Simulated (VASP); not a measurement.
# InGa3As2 (R-3m) in VASP: single point with PBE

Aim: the single point of InGa3As2 with PBE.

Program: VASP 6.6.1. These are calculated values, not measurements. Logs are shortened: lines on timing, memory, paths and dates and some standing lists are left out, and cuts for length are marked.

**1. The cell of the first run**

Symmetry: R-3m, No. 166, trigonal system. Conventional cell: a = 5.705 Å, b = 5.705 Å, c = 14.185 Å, α = 90.00°, β = 90.00°, γ = 120.00°. In (site symmetry -3m) has 6 Ga at 2.88 Å and 6 As at 3.35 Å within 3.8 Å. Ga (site symmetry 2/m) has 4 Ga at 2.85 Å and 2 In at 2.88 Å and 6 As at 3.36 to 3.38 Å within 3.8 Å. As (site symmetry 3m) has 3 In at 3.35 Å and 9 Ga at 3.36 to 3.38 Å and 4 As at 3.50 to 3.55 Å within 4.4 Å.

**2. Single point, PBE**

INCAR

```
PREC = Accurate
ENCUT = 520
EDIFF = 1E-6
ISMEAR = 0
SIGMA = 0.1
LREAL = F
LASPH = T
NELM = 80
ALGO = Fast
ISIF = 2
LWAVE = F
LCHARG = T
GGA = PE
LELF = T
LVHAR = T
NBANDS = 40
```

KPOINTS

```
Automatic mesh
0
Gamma
  6 6 6
```

POSCAR

```
InGa3As2
1.0
    2.8524664100      1.6468722500      4.7284353100
   -2.8524664100      1.6468722500      4.7284353100
    0.0000000000     -3.2937444900      4.7284353100
In Ga As
1 3 2
Direct
    0.5000000000      0.5000000000      0.5000000000
    0.0000000000      0.5000000000      0.5000000000
    0.5000000000      0.0000000000      0.5000000000
    0.5000000000      0.5000000000      0.0000000000
    0.8748720300      0.8748720300      0.8748720300
    0.1251279700      0.1251279700      0.1251279700
```

Potentials or basis: VASP PAW PBE potentials, release 64 (In_d, Ga_d, As).

Started as:

```bash
cat potpaw_PBE.64/In_d/POTCAR potpaw_PBE.64/Ga_d/POTCAR potpaw_PBE.64/As/POTCAR > POTCAR
mpirun -np 1 vasp_std > vasp.out
```

OUTCAR:

```text
PREC = Accurate
   ENCUT = 520
   EDIFF = 1E-6
   ISMEAR = 0
   LREAL = F
   LASPH = T
   NELM = 80
   ISIF = 2
   GGA = PE

 ion  position               nearest neighbor table
   1  0.500  0.500  0.500-   4 2.88   4 2.88   2 2.88   3 2.88   3 2.88   2 2.88   6 3.35   5 3.35
                             6 3.35   5 3.35   6 3.35   5 3.35
   2  0.000  0.500  0.500-   4 2.85   4 2.85   3 2.85   3 2.85   1 2.88   1 2.88
   3  0.500  0.000  0.500-   4 2.85   4 2.85   2 2.85   2 2.85   1 2.88   1 2.88
   4  0.500  0.500  0.000-   2 2.85   3 2.85   3 2.85   2 2.85   1 2.88   1 2.88
   5  0.875  0.875  0.875-   1 3.35   1 3.35   1 3.35
   6  0.125  0.125  0.125-   1 3.35   1 3.35   1 3.35

  LATTYP: Found a trigonal (rhomboedric) cell.
 ALAT       =     5.7625387902
 COS(alpha) =     0.5099466649

  Lattice vectors:

 A1 = (   2.8524664100,   1.6468722500,   4.7284353100)
 A2 = (  -2.8524664100,   1.6468722500,   4.7284353100)
 A3 = (   0.0000000000,  -3.2937444900,   4.7284353100)

Analysis of symmetry for initial positions (statically):
=====================================================================
 Subroutine PRICEL returns:
 Original cell was already a primitive cell.

 Routine SETGRP: Setting up the symmetry group for a
 trigonal (rhombohedral) supercell.

 Subroutine GETGRP returns: Found 12 space group operations
 (whereof 12 operations were pure point group operations)
 out of a pool of 12 trial point group operations.

The static configuration has the point symmetry D_3d.

Analysis of symmetry for dynamics (positions and initial velocities):
=====================================================================
 Subroutine PRICEL returns:
 Original cell was already a primitive cell.

 Routine SETGRP: Setting up the symmetry group for a
 trigonal (rhombohedral) supercell.

 Subroutine GETGRP returns: Found 12 space group operations
 (whereof 12 operations were pure point group operations)
 out of a pool of 12 trial point group operations.

The dynamic configuration has the point symmetry D_3d.

 Subroutine INISYM returns: Found 12 space group operations
 (whereof 12 operations are pure point group operations),
 and found     1 'primitive' translations

----------------------------------------------------------------------------------------

                                     Primitive cell

  volume of cell :     133.2751

  direct lattice vectors                    reciprocal lattice vectors
     2.852466410  1.646872250  4.728435310     0.175286902  0.101201940  0.070495483
    -2.852466410  1.646872250  4.728435310    -0.175286902  0.101201940  0.070495483
     0.000000000 -3.293744490  4.728435310     0.000000000 -0.202403880  0.070495484

  length of vectors
     5.762538790  5.762538790  5.762538785     0.214329055  0.214329055  0.214329056

  position of ions in fractional coordinates (direct lattice)
     0.500000000  0.500000000  0.500000000
     0.000000000  0.500000000  0.500000000
     0.500000000  0.000000000  0.500000000
     0.500000000  0.500000000  0.000000000
     0.874872030  0.874872030  0.874872030
     0.125127970  0.125127970  0.125127970

  ion indices of the primitive-cell ions
   primitive index   ion index
                 1           1
                 2           2
                 3           3
                 4           4
                 5           5
                 6           6

----------------------------------------------------------------------------------------

 KPOINTS: Automatic mesh

Automatic generation of k-mesh.
 Grid dimensions read from file:
 generate k-points for:    6    6    6

 Generating k-lattice:

  Cartesian coordinates                     Fractional coordinates (reciprocal lattice)
     0.029214484  0.016866990  0.011749247     0.166666667  0.000000000  0.000000000
    -0.029214484  0.016866990  0.011749247     0.000000000  0.166666667  0.000000000
     0.000000000 -0.033733980  0.011749247     0.000000000  0.000000000  0.166666667

  Length of vectors
     0.035721509  0.035721509  0.035721509

  Shift w.r.t. Gamma in fractional coordinates (k-lattice)
     0.000000000  0.000000000  0.000000000

 Subroutine IBZKPT returns following result:
 ===========================================

 Found     32 irreducible k-points:

 Following reciprocal coordinates:
            Coordinates               Weight
  0.000000  0.000000  0.000000      1.000000
  0.166667 -0.000000 -0.000000      6.000000
  0.333333 -0.000000 -0.000000      6.000000
  0.500000 -0.000000 -0.000000      3.000000
  0.166667  0.166667 -0.000000      6.000000
  0.333333  0.166667 -0.000000     12.000000
[... 16 lines left out ...]
  0.500000  0.500000  0.166667      6.000000
 -0.333333  0.500000  0.166667     12.000000
 [... further k-points ...]
   k-points           NKPTS =     32   k-points in BZ     NKDIM =     32   number of bands    NBANDS=     40
   number of dos      NEDOS =    301   number of ions     NIONS =      6
   total plane-waves  NPLWV = 110592
   dimension x,y,z NGX =    48 NGY =   48 NGZ =   48
   dimension x,y,z NGXF=    96 NGYF=   96 NGZF=   96
   ions per type =               1   3   2
   NGX,Y,Z   is equivalent  to a cutoff of  13.85, 13.85, 13.85 a.u.
   NGXF,Y,Z  is equivalent  to a cutoff of  27.70, 27.70, 27.70 a.u.
 SYSTEM =  unknown system
   PREC   = accura    normal or accurate (medium, high low for compatibility)
   ISTART =      0    job   : 0-new  1-cont  2-samecut
   ICHARG =      2    charge: 1-file 2-atom 10-const
   ISPIN  =      1    spin polarized calculation?
   LNONCOLLINEAR =      F non collinear calculations
   LSORBIT =      F    spin-orbit coupling
   LASPH  =      T    aspherical Exc in radial PAW
   ENCUT  =  520.0 eV  38.22 Ry    6.18 a.u.  10.71 10.71 10.71*2*pi/ulx,y,z
   NELM   =     80;   NELMIN=  2; NELMDL= -5     # of ELM steps
   EDIFF  = 0.1E-05   stopping-criterion for ELM
   LREAL  =      F    real-space projection
   EDIFFG = 0.1E-04   stopping-criterion for IOM
   NSW    =      0    number of steps for IOM
   IBRION =     -1    ionic relax: 0-MD 1-quasi-New 2-CG
   NFREE  =      0    steps in history (QN), initial steepest desc. (CG)
   ISIF   =      2    stress and relaxation
   ISYM   =      2    0-nonsym 1-usesym 2-fastsym
   POTIM  = 0.5000    time-step for ionic-motion
   TEBEG  =    0.0;   TEEND  =   0.0 temperature during run
   PSTRESS=    0.0 pullay stress
   NELECT =      62.0000    total number of electrons
   NUPDOWN=      -1.0000    fix difference up-down
   EMIN   =  10.00;   EMAX   =-10.00  energy-range for DOS
   EFERMI =   0.00;   METHOD = LEGACY
   ISMEAR =     0;   SIGMA  =   0.10  broadening in eV -4-tet -1-fermi 0-gaus
   EFERMI_NEDOS =   21; number of points for ismear=-14 and -15
   IALGO  =     68    algorithm
   IMIX   =      4    mixing-type and parameters
     AMIX     =   0.40;   BMIX     =  1.00
     AMIX_MAG =   1.60;   BMIX_MAG =  1.00
  volume/ion in A,a.u.               =      22.21       149.90
  Fermi-wavevector in a.u.,A,eV,Ry     =   1.268496  2.397109 21.892882  1.609081
  Thomas-Fermi vector in A             =   2.401587
   LORBIT       =      0    0 simple, 1 ext, 2 COOP (PROOUT), +10 PAW based schemes
   GGA     = PE    functional components
   LHFCALC =     F    Hartree Fock is set to
   AEXX    =    0.0000 exact exchange contribution
   IVDW    =     0    specifies the selected vdW correction
   LEPSILON=     F    determine dielectric tensor
   LRPA    =     F    only Hartree local field effects (RPA)
 non-spin polarized calculation
 RMM-DIIS sequential band-by-band and
 Gauss-broadening in eV      SIGMA  =   0.10
  energy-cutoff  :      520.00
  volume of cell :      133.28
 maximum number of plane-waves:      3616
 NGX is ok and might be reduce to    48
   NGX = 21   NGY = 21   NGZ = 21

 number of electron      62.0000019 magnetization

 Free energy of the ion-electron system (eV)
  ---------------------------------------------------
  ext. energy  EPLUGINS =         0.00000000
  ---------------------------------------------------
  free energy    TOTEN  =       -18.51980200 eV

  energy without entropy =      -18.49526565  energy(sigma->0) =      -18.50753382

 E-fermi :   5.1259     XC(G=0): -10.3030

 val. band max:        5.1132664519   @ k =  -0.3333   0.3333   0.0000
 cond. band min:       5.1385914403   @ k =   0.5000  -0.0000  -0.0000
 fundamental gap:      0.0253249883
 Fermi energy:         5.1258701444

 k-point     1 :       0.0000    0.0000    0.0000
  band No.  band energies     occupation
      1     -10.0158      2.00000
      2      -9.8666      2.00000
      3      -9.8666      2.00000
      4      -9.8453      2.00000
      5      -9.8270      2.00000
      6      -9.8270      2.00000
[... 32 lines left out ...]
     39      13.2191      0.00000
     40      13.6896      0.00000

 k-point     2 :       0.1667   -0.0000   -0.0000
  band No.  band energies     occupation
      1      -9.9937      2.00000
      2      -9.8594      2.00000
      3      -9.8544      2.00000
      4      -9.8337      2.00000
      5      -9.8138      2.00000
      6      -9.8078      2.00000
[... 32 lines left out ...]
     39      12.0327      0.00000
     40      12.3027      0.00000

 k-point     3 :       0.3333   -0.0000   -0.0000
  band No.  band energies     occupation
      1      -9.9505      2.00000
      2      -9.8494      2.00000
      3      -9.8277      2.00000
      4      -9.8181      2.00000
      5      -9.7515      2.00000
      6      -9.7487      2.00000
[... 32 lines left out ...]
     39      10.8793      0.00000
     40      11.1531      0.00000

 k-point     4 :       0.5000   -0.0000   -0.0000
  band No.  band energies     occupation
      1      -9.9321      2.00000
      2      -9.8454      2.00000
      3      -9.8238      2.00000
      4      -9.7782      2.00000
      5      -9.7014      2.00000
      6      -9.6861      2.00000
[... 32 lines left out ...]
     39       9.9875      0.00000
     40      10.1562      0.00000
[... 772 lines left out ...]
     39       9.5454      0.00000
     40      10.4814      0.00000

 k-point    23 :       0.5000    0.5000    0.1667
  band No.  band energies     occupation
      1      -9.8456      2.00000
      2      -9.8273      2.00000
      3      -9.7907      2.00000
      4      -9.7490      2.00000
      5      -9.7398      2.00000
      6      -9.6986      2.00000
[... 32 lines left out ...]
     39       9.5644      0.00000
     40       9.6871      0.00000

 k-point    24 :      -0.3333    0.5000    0.1667
  band No.  band energies     occupation
      1      -9.8334      2.00000
      2      -9.8120      2.00000
      3      -9.7769      2.00000
      4      -9.7714      2.00000
      5      -9.7107      2.00000
      6      -9.7040      2.00000
[... 32 lines left out ...]
     39       9.9933      0.00000
     40      10.1974      0.00000

 [... further k-points ...]
[... 5 lines left out ...]
  --------------------------------------------------------------------------------------
  -------------------------------------------------------------------------------------
  Total       -1.9592290     -1.9592289      0.2822247      0.0000000      0.0000000      0.0000000
  in kB      -23.5530210    -23.5530210      3.3927859      0.0000000      0.0000000      0.0000000
  external PRESSURE =     -14.5710854 kB  Pullay stress =       0.0000000 kB

 VOLUME and BASIS-vectors are now :
 -----------------------------------------------------------------------------
  energy-cutoff  :      520.00
  volume of cell :      133.28
      direct lattice vectors                 reciprocal lattice vectors
     2.852466410  1.646872250  4.728435310     0.175286902  0.101201940  0.070495483
    -2.852466410  1.646872250  4.728435310    -0.175286902  0.101201940  0.070495483
     0.000000000 -3.293744490  4.728435310     0.000000000 -0.202403880  0.070495484

 POSITION                                       TOTAL-FORCE (eV/Angst)
 -----------------------------------------------------------------------------------
      0.00000      0.00000      7.09265        -0.000000     -0.000000      0.000000
     -1.42623     -0.82344      4.72844        -0.000000     -0.000000     -0.000000
      1.42623     -0.82344      4.72844        -0.000000     -0.000000     -0.000000
      0.00000      1.64687      4.72844         0.000000     -0.000000     -0.000000
      0.00000      0.00000     12.41033         0.000000     -0.000000     -0.074715
      0.00000      0.00000      1.77498         0.000000      0.000000      0.074715
 -----------------------------------------------------------------------------------
    total drift:                                0.000000      0.000000     -0.000000

  FREE ENERGIE OF THE ION-ELECTRON SYSTEM (eV)
  ---------------------------------------------------
  free  energy   TOTEN  =       -18.5198020027 eV

  energy  without entropy=      -18.4952656453  energy(sigma->0) =      -18.50753382
```

Wall time 2.6 min (1 thread of Intel Xeon 6975P-C (Granite Rapids), shared host); peak memory 0.41 GiB.

What came out:

```
Free energy            : -18.5198 eV
Pressure               : -1.5 GPa
Largest force          : 0.075 eV/Å
Band gap on the k mesh : zero (band 31 reaches 5.62 eV, above the bottom of band 32 at 3.48 eV)
```

Forces on the atoms (eV/Å):
```
In   0.000  0.000  0.000
Ga   0.000  0.000  0.000
Ga   0.000  0.000  0.000
Ga   0.000  0.000  0.000
As   0.000  0.000 -0.075
As   0.000  0.000  0.075
```

Caveat: spin-orbit coupling is left out, which moves the levels of the heavy elements.
